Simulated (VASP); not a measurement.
# CaPb: single point with LDA

The system is CaPb.

```
CELL_PARAMETERS angstrom
3.70038 0.00000 0.00000
0.00000 3.56664 0.00000
0.00000 0.00000 4.62751
ATOMIC_POSITIONS crystal
Ca 0.00000 0.00000 0.00000
Pb 0.50000 0.50000 0.50000
```

This cell differs from its parent crystal: strain +0.0375 x Voigt [1, 0, 0, 0, 0, 0].

```json
{"Program": "VASP 6.6.1", "Task": "single point", "Functional": "LDA", "Potentials or basis": "VASP PAW LDA potentials, release 64 (Ca_sv, Pb_d)", "Cutoff": "520 eV", "k mesh": "14 × 14 × 10", "Occupations": "gaussian, width 0.15 eV", "Spin": "no spin polarisation"}
```

The pressure is -3.8 GPa. The band gap on the k mesh is zero (bands 12 and 13 overlap by 2.87 eV).

Stress tensor (GPa, compression positive):
```
-4.51  0.00  0.00
 0.00 -2.80  0.00
 0.00  0.00 -3.94
```

Levels at points of the mesh, in eV from the Fermi level:
```
           k point  band 10  band 11  band 12  band 13  band 14  band 15
(0.00, 0.00, 0.00)    -9.72    -0.42     0.12     1.21     2.81     3.53
(0.50, 0.00, 0.00)    -8.26    -3.68    -0.51     1.37     2.50     3.54
(0.00, 0.50, 0.00)    -7.99    -3.63    -0.39     1.55     2.08     3.71
(0.50, 0.50, 0.00)    -6.95    -1.76    -1.53     1.20     2.07     2.11
(0.00, 0.00, 0.50)    -9.15    -3.96     1.29     1.66     2.21     2.88
(0.50, 0.00, 0.50)    -8.13    -2.60    -1.78     0.14     3.28     3.45
(0.00, 0.50, 0.50)    -7.87    -2.60    -1.57     0.35     2.97     3.40
(0.50, 0.50, 0.50)    -6.51    -2.03    -1.88    -1.51     3.34     3.35
```

It took 11 min on 1 thread of Intel(R) Xeon(R) Platinum 8259CL CPU @ 2.50GHz (Skylake/Cascade Lake), on a shared host, peak memory 0.52 GiB.

Caveat: the cell differs from its parent crystal (strain +0.0375 x Voigt [1, 0, 0, 0, 0, 0]); the cell stands under tension; spin-orbit coupling is left out, which moves the levels of the heavy elements.
